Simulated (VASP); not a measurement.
# Cs4H (Pm-3m) in VASP: a series of runs, part 2 of 2

VASP 6.6.1.

## Step 3: Relaxation of cell and atoms, PBE

This run uses another cell than the first one, of 73.40 Å³/atom, 0.966 times its volume.

The input, INCAR:

```
ALGO     = Normal         # electronic algorithm
EDIFF    = 1E-7           # SCF threshold, eV
EDIFFG   = -0.01          # ionic threshold
ENCUT    = 600            # plane-wave cutoff, eV
GGA      = PE             # functional
IBRION   = 2              # ionic algorithm
ISIF     = 3              # what is computed and relaxed
ISMEAR   = 0              # smearing method
LASPH    = True           # aspherical terms in the spheres
LCHARG   = False          # write CHGCAR
LREAL    = False          # projectors in reciprocal space
LWAVE    = False          # write WAVECAR
NELM     = 100            # most SCF steps
NSW      = 100            # ionic steps
PREC     = Accurate       # precision mode
SIGMA    = 0.1            # smearing width, eV
```

The input, KPOINTS:

```
k-points
0
Gamma
  6 6 6
```

The input, POSCAR:

```
Cs4H
1.0
    7.1597378875      0.0000000000      0.0000000000
    0.0000000000      7.1597378875      0.0000000000
    0.0000000000      0.0000000000      7.1597378875
Cs H
4 1
Direct
    0.0000000000      0.5000000000      0.5000000000
    0.5000000000      0.0000000000      0.5000000000
    0.5000000000      0.5000000000      0.0000000000
    0.0000000000      0.0000000000      0.0000000000
    0.5000000000      0.5000000000      0.5000000000
```

Potentials or basis: VASP PAW PBE potentials, release 64 (Cs_sv, H).

On the command line:

```sh
> cat potpaw_PBE.64/Cs_sv/POTCAR potpaw_PBE.64/H/POTCAR > POTCAR
> mpirun -np 1 vasp_std > vasp.out
```

OUTCAR:

```text
EDIFF = 1E-7
   EDIFFG = -0.01
   ENCUT = 600
   GGA = PE
   IBRION = 2
   ISIF = 3
   ISMEAR = 0
   LASPH = True
   LREAL = False
   NELM = 100
   NSW = 100
   PREC = Accurate

 ion  position               nearest neighbor table
   1  0.000  0.500  0.500-
   2  0.500  0.000  0.500-
   3  0.500  0.500  0.000-
   4  0.000  0.000  0.000-
   5  0.500  0.500  0.500-

  LATTYP: Found a simple cubic cell.
 ALAT       =     7.1597378875

  Lattice vectors:

 A1 = (   7.1597378875,   0.0000000000,   0.0000000000)
 A2 = (   0.0000000000,   7.1597378875,   0.0000000000)
 A3 = (   0.0000000000,   0.0000000000,   7.1597378875)

Analysis of symmetry for initial positions (statically):
=====================================================================
 Subroutine PRICEL returns:
 Original cell was already a primitive cell.

 Routine SETGRP: Setting up the symmetry group for a
 simple cubic supercell.

 Subroutine GETGRP returns: Found 48 space group operations
 (whereof 48 operations were pure point group operations)
 out of a pool of 48 trial point group operations.

The static configuration has the point symmetry O_h .

Analysis of symmetry for dynamics (positions and initial velocities):
=====================================================================
 Subroutine PRICEL returns:
 Original cell was already a primitive cell.

 Routine SETGRP: Setting up the symmetry group for a
 simple cubic supercell.

 Subroutine GETGRP returns: Found 48 space group operations
 (whereof 48 operations were pure point group operations)
 out of a pool of 48 trial point group operations.

The dynamic configuration has the point symmetry O_h .

 Subroutine INISYM returns: Found 48 space group operations
 (whereof 48 operations are pure point group operations),
 and found     1 'primitive' translations

----------------------------------------------------------------------------------------

                                     Primitive cell

  volume of cell :     367.0214

  direct lattice vectors                    reciprocal lattice vectors
     7.159737888  0.000000000  0.000000000     0.139669917  0.000000000  0.000000000
     0.000000000  7.159737888  0.000000000     0.000000000  0.139669917  0.000000000
     0.000000000  0.000000000  7.159737888     0.000000000  0.000000000  0.139669917

  length of vectors
     7.159737888  7.159737888  7.159737888     0.139669917  0.139669917  0.139669917

  position of ions in fractional coordinates (direct lattice)
     0.000000000  0.500000000  0.500000000
     0.500000000  0.000000000  0.500000000
     0.500000000  0.500000000  0.000000000
     0.000000000  0.000000000  0.000000000
     0.500000000  0.500000000  0.500000000

  ion indices of the primitive-cell ions
   primitive index   ion index
                 1           1
                 2           2
                 3           3
                 4           4
                 5           5

----------------------------------------------------------------------------------------

 KPOINTS: k-points

Automatic generation of k-mesh.
 Grid dimensions read from file:
 generate k-points for:    6    6    6

 Generating k-lattice:

  Cartesian coordinates                     Fractional coordinates (reciprocal lattice)
     0.023278320  0.000000000  0.000000000     0.166666667  0.000000000  0.000000000
     0.000000000  0.023278320  0.000000000     0.000000000  0.166666667  0.000000000
     0.000000000  0.000000000  0.023278320     0.000000000  0.000000000  0.166666667

  Length of vectors
     0.023278320  0.023278320  0.023278320

  Shift w.r.t. Gamma in fractional coordinates (k-lattice)
     0.000000000  0.000000000  0.000000000

 Subroutine IBZKPT returns following result:
 ===========================================

 Found     20 irreducible k-points:

 Following reciprocal coordinates:
            Coordinates               Weight
  0.000000  0.000000  0.000000      1.000000
  0.166667  0.000000  0.000000      6.000000
  0.333333  0.000000  0.000000      6.000000
  0.500000  0.000000  0.000000      3.000000
  0.166667  0.166667  0.000000     12.000000
  0.333333  0.166667  0.000000     24.000000
[... 12 lines left out ...]
  0.500000  0.500000  0.333333      6.000000
  0.500000  0.500000  0.500000      1.000000
   k-points           NKPTS =     20   k-points in BZ     NKDIM =     20   number of bands    NBANDS=     22
   number of dos      NEDOS =    301   number of ions     NIONS =      5
   total plane-waves  NPLWV = 216000
   dimension x,y,z NGX =    60 NGY =   60 NGZ =   60
   dimension x,y,z NGXF=   120 NGYF=  120 NGZF=  120
   ions per type =               4   1
   NGX,Y,Z   is equivalent  to a cutoff of  13.93, 13.93, 13.93 a.u.
   NGXF,Y,Z  is equivalent  to a cutoff of  27.86, 27.86, 27.86 a.u.
 SYSTEM =  unknown system
   PREC   = accura    normal or accurate (medium, high low for compatibility)
   ISTART =      0    job   : 0-new  1-cont  2-samecut
   ICHARG =      2    charge: 1-file 2-atom 10-const
   ISPIN  =      1    spin polarized calculation?
   LNONCOLLINEAR =      F non collinear calculations
   LSORBIT =      F    spin-orbit coupling
   LASPH  =      T    aspherical Exc in radial PAW
   ENCUT  =  600.0 eV  44.10 Ry    6.64 a.u.  14.30 14.30 14.30*2*pi/ulx,y,z
   NELM   =    100;   NELMIN=  2; NELMDL= -5     # of ELM steps
   EDIFF  = 0.1E-06   stopping-criterion for ELM
   LREAL  =      F    real-space projection
   EDIFFG = -.1E-01   stopping-criterion for IOM
   NSW    =    100    number of steps for IOM
   IBRION =      2    ionic relax: 0-MD 1-quasi-New 2-CG
   NFREE  =      1    steps in history (QN), initial steepest desc. (CG)
   ISIF   =      3    stress and relaxation
   ISYM   =      2    0-nonsym 1-usesym 2-fastsym
   POTIM  = 0.5000    time-step for ionic-motion
   TEBEG  =    0.0;   TEEND  =   0.0 temperature during run
   PSTRESS=    0.0 pullay stress
   NELECT =      37.0000    total number of electrons
   NUPDOWN=      -1.0000    fix difference up-down
   EMIN   =  10.00;   EMAX   =-10.00  energy-range for DOS
   EFERMI =   0.00;   METHOD = LEGACY
   ISMEAR =     0;   SIGMA  =   0.10  broadening in eV -4-tet -1-fermi 0-gaus
   EFERMI_NEDOS =   21; number of points for ismear=-14 and -15
   IALGO  =     38    algorithm
   IMIX   =      4    mixing-type and parameters
     AMIX     =   0.40;   BMIX     =  1.00
     AMIX_MAG =   1.60;   BMIX_MAG =  1.00
  volume/ion in A,a.u.               =      73.40       495.36
  Fermi-wavevector in a.u.,A,eV,Ry     =   0.761924  1.439827  7.898564  0.580528
  Thomas-Fermi vector in A             =   1.861271
   LORBIT       =      0    0 simple, 1 ext, 2 COOP (PROOUT), +10 PAW based schemes
   GGA     = PE    functional components
   LHFCALC =     F    Hartree Fock is set to
   AEXX    =    0.0000 exact exchange contribution
   IVDW    =     0    specifies the selected vdW correction
   LEPSILON=     F    determine dielectric tensor
   LRPA    =     F    only Hartree local field effects (RPA)
 conjugate gradient relaxation of ions
 non-spin polarized calculation
 Gauss-broadening in eV      SIGMA  =   0.10
  energy-cutoff  :      600.00
  volume of cell :      367.02
 maximum number of plane-waves:     12282
 NGX is ok and might be reduce to    60
   NGX = 29   NGY = 29   NGZ = 29

--------------------------------------- Ionic step        1  -------------------------------------------

 number of electron      37.0000004 magnetization

 Free energy of the ion-electron system (eV)
  ---------------------------------------------------
  ext. energy  EPLUGINS =         0.00000000
  ---------------------------------------------------
  free energy    TOTEN  =        -6.56535565 eV

  energy without entropy =       -6.52637676  energy(sigma->0) =       -6.54586621

------------------------ aborting loop because EDIFF is reached ----------------------------------------

  FORCE on cell =-STRESS in cart. coord.  units (eV):
  Direction    XX          YY          ZZ          XY          YZ          ZX
  --------------------------------------------------------------------------------------
  -------------------------------------------------------------------------------------
  Total        0.2482443      0.2482443      0.2482443      0.0000000     -0.0000000     -0.0000000
  in kB        1.0836734      1.0836734      1.0836734      0.0000000     -0.0000000     -0.0000000
  external PRESSURE =       1.0836734 kB  Pullay stress =       0.0000000 kB
[... 63 lines left out ...]
  energy  without entropy=       -6.5282905813  energy(sigma->0) =       -6.54762159

--------------------------------------- Ionic step        3  -------------------------------------------

 number of electron      37.0000009 magnetization

 Free energy of the ion-electron system (eV)
  ---------------------------------------------------
  ext. energy  EPLUGINS =         0.00000000
  ---------------------------------------------------
  free energy    TOTEN  =        -6.56949449 eV

  energy without entropy =       -6.53173113  energy(sigma->0) =       -6.55061281

 E-fermi :   0.9391     XC(G=0):  -5.9497

 val. band max:        0.9318060834   @ k =   0.5000   0.5000   0.1667
 cond. band min:       0.9689464795   @ k =   0.5000   0.3333   0.3333
 fundamental gap:      0.0371403961
 Fermi energy:         0.9391308050

 k-point     1 :       0.0000    0.0000    0.0000
  band No.  band energies     occupation
      1     -22.8572      2.00000
      2     -22.7689      2.00000
      3     -22.7549      2.00000
      4     -22.7549      2.00000
      5      -9.7597      2.00000
      6      -9.7597      2.00000
[... 521 lines left out ...]
  FREE ENERGIE OF THE ION-ELECTRON SYSTEM (eV)
  ---------------------------------------------------
  free  energy   TOTEN  =        -6.5694944941 eV

  energy  without entropy=       -6.5317311280  energy(sigma->0) =       -6.55061281

 reached required accuracy - stopping structural energy minimisation
```

It took 7.1 min on 1 thread of Intel Xeon Platinum 8488C (Sapphire Rapids), shared host; peak memory 0.61 GiB.

What came out:

| Quantity | Value |
| --- | --- |
| Free energy | -6.5695 eV |
| Relaxed volume | 75.53 Å³/atom |
| Relaxed cell | a = 7.228 Å, b = 7.228 Å, c = 7.228 Å, α = 90.00°, β = 90.00°, γ = 90.00° |
| Space group after relaxing (to 0.05 Å) | Pm-3m (No. 221) |
| Energy gained by relaxing | 0.8 meV/atom |
| Ionic steps | 3 |
| Pressure after relaxing | 0.0 GPa |

The path:
```csv
step,energy change (eV),largest force (eV/Å),pressure (GPa),volume (Å³)
1,0.0000,0.0000,0.11,367.02
2,-0.0016,0.0000,0.09,369.66
3,-0.0041,0.0000,0.02,377.67
```

Final structure:
```yaml
crystal:
  lattice:
    - [7.22833, 0.00000, 0.00000]
    - [0.00000, 7.22833, 0.00000]
    - [0.00000, 0.00000, 7.22833]
  atoms:
    - { symbol: Cs, position: [0.00000, 0.50000, 0.50000] }
    - { symbol: Cs, position: [0.50000, 0.00000, 0.50000] }
    - { symbol: Cs, position: [0.50000, 0.50000, 0.00000] }
    - { symbol: Cs, position: [0.00000, 0.00000, 0.00000] }
    - { symbol: H, position: [0.50000, 0.50000, 0.50000] }
```

Caveat: spin-orbit coupling is left out, which moves the levels of the heavy elements.

## Step 4: Single point, PBE

This run uses another cell than the first one, of 53.26 Å³/atom, 0.701 times its volume.

The input, INCAR:

```
  PREC = Accurate
  ENCUT = 520
  EDIFF = 1E-7
  ISMEAR = 0
  SIGMA = 0.1
  LREAL = False
  LASPH = True
  NELM = 100
  ALGO = Normal
  ISIF = 2
  LWAVE = False
  LCHARG = False
  GGA = PE
  NBANDS = 26
```

The input, KPOINTS:

```
Automatic mesh
0
Gamma
  4 4 4
```

POSCAR, as its differences from that of step 3:

```diff
@@ -2,5 +2,5 @@
 1.0
-    7.1597378875      0.0000000000      0.0000000000
-    0.0000000000      7.1597378875      0.0000000000
-    0.0000000000      0.0000000000      7.1597378875
+    6.4336157300      0.0000000000      0.0000000000
+    0.0000000000      6.4336157300      0.0000000000
+    0.0000000000      0.0000000000      6.4336157300
 Cs H
```

On the command line:

```sh
> cat potpaw_PBE.64/Cs_sv/POTCAR potpaw_PBE.64/H/POTCAR > POTCAR
> mpirun -np 1 vasp_std > vasp.out
```

It took 76 s on 1 thread of Intel Xeon Platinum 8488C (Sapphire Rapids), shared host; peak memory 0.3 GiB.

Results (log left out):

* Free energy: -6.0754 eV
* Pressure: 1.7 GPa

Levels at points of the mesh, in eV from the Fermi level:
| k point | band 15 | band 16 | band 17 | band 18 | band 19 | band 20 | band 21 | band 22 |
| --- | --- | --- | --- | --- | --- | --- | --- | --- |
| (0.00, 0.00, 0.00) | -10.17 | -10.17 | -3.32 | -1.65 | -0.37 | -0.37 | 0.65 | 0.65 |
| (0.50, 0.00, 0.00) | -10.26 | -10.26 | -2.83 | -0.81 | -0.25 | 0.42 | 1.31 | 1.54 |
| (0.50, 0.50, 0.00) | -10.29 | -10.17 | -2.40 | 0.16 | 0.26 | 0.26 | 0.80 | 1.44 |
| (0.50, 0.50, 0.50) | -10.17 | -10.17 | -1.98 | -0.27 | -0.14 | -0.14 | -0.14 | 1.77 |

Caveat: spin-orbit coupling is left out, which moves the levels of the heavy elements.

## Step 5: Overview

| task | cell | k mesh | cutoff (eV) | gap on the mesh (eV) | pressure (GPa) |
| --- | --- | --- | --- | --- | --- |
| single point | a = 7.242 Å, 5 atoms | 6 × 6 × 6 | 520 | none | 0.0 |
| relaxation of cell and atoms | relaxed from a = 7.160 Å, 5 atoms | 6 × 6 × 6 | 600 | none | 0.0 |
| single point | a = 6.434 Å, 5 atoms | 4 × 4 × 4 | 520 | none | 1.7 |

Alike in all rows: level PBE; potentials or basis VASP PAW PBE potentials, release 64 (Cs_sv, H); no spin polarisation; smearing gaussian 0.1 eV.

Caveats: spin-orbit coupling is left out, which moves the levels of the heavy elements.

Total energies depend on the potentials used, so only differences within one code and one set of settings carry meaning.
